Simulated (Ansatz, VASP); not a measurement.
# Na: VASP beside Ansatz

```
Na
1.0
    -2.10403    2.10403    2.10403
     2.10403   -2.10403    2.10403
     2.10403    2.10403   -2.10403
Na
1
Direct
  0.00000 0.00000 0.00000
```

Alike in both runs: task electric field gradients; functional PBEsol; k mesh 12 × 12 × 12; occupations fermi-dirac, width 0.05 eV; no spin polarisation.

|  | VASP | Ansatz |
| --- | --- | --- |
| version | VASP 6.6.1 | Ansatz 0.2.0 |
| potentials or method | VASP PAW PBE potentials, release 64 (Na_pv), cutoff 400 eV | all-electron PAW with datasets made for the crystal, scalar-relativistic |

```tsv
	VASP	Ansatz	Ansatz less VASP
pressure (GPa)	-0.4	-0.2	+0.21
```

VASP's potentials were made for PBE, not for PBEsol. Ansatz ran all-electron here, and VASP with PAW potentials.
